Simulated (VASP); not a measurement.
Set up this calculation in VASP 6.6.1, as the native input.

| Property | Result |
| --- | --- |
| Task | single point |
| Functional | PBE |
| Potentials or basis | VASP PAW PBE potentials, release 64 (Al, Ru_pv, N) |
| Cutoff | 520 eV |
| k mesh | 6 × 4 × 2 |
| Occupations | gaussian, width 0.1 eV |
| Spin | no spin polarisation |
| Dipole correction | no |
| Further INCAR settings | ALGO = Normal; EDIFF = 1e-06; NBANDS = 47 |

The structure of Al2RuN3 lies in POSCAR:

```
Al2RuN3
1.0
    3.1318922749     -0.2666276055     -0.0527654030
   -1.1368514553      5.4044701795      0.1154224852
   -1.4463146124     -0.6103640262      8.8436320223
Al Ru N
4 2 6
Direct
    0.3748526330      0.5265884099      0.4040062253
    0.2264878712      0.8171055650      0.8453863277
    0.5850244717      0.1071273853      0.2425287299
    0.8592684174      0.2792297793      0.6739311941
    0.1349864492      0.9266366589      0.5430117133
    0.0247453719      0.2344338572      0.9982012081
   -0.0281124811      0.4698437519      0.8569888290
    0.9236039170      0.5070078058      0.5208439513
    0.1775411558      0.2978964838      0.2340953038
    0.7530401603      0.9509570686      0.7591083113
    0.4309927839      0.0057443211      0.0322984114
    0.5375692496      0.8774289132      0.3895997950
```

The input as run:

INCAR

```
PREC = Accurate
ENCUT = 520
EDIFF = 1E-6
ISMEAR = 0
SIGMA = 0.1
LREAL = False
LASPH = True
NELM = 60
ALGO = Normal
ISIF = 2
LWAVE = False
LCHARG = False
GGA = PE
NBANDS = 47
```

KPOINTS

```
Automatic mesh
0
Gamma
  6 4 2
```

Potentials or basis: VASP PAW PBE potentials, release 64 (Al, Ru_pv, N).

Launch:

```console
$ cat potpaw_PBE.64/Al/POTCAR potpaw_PBE.64/Ru_pv/POTCAR potpaw_PBE.64/N/POTCAR > POTCAR
$ mpirun -np 1 vasp_std > vasp.out
```

It gave:

| Property | Result |
| --- | --- |
| Pressure | 0.0 GPa |
| Largest force | 0.060 eV/Å |
| Band gap on the k mesh | zero (bands 35 and 36 overlap by 0.24 eV) |

It took 2.8 min on 1 thread of AMD EPYC 9R45 96-Core Processor (Zen 5), with other jobs on the host, peak memory 0.31 GiB.
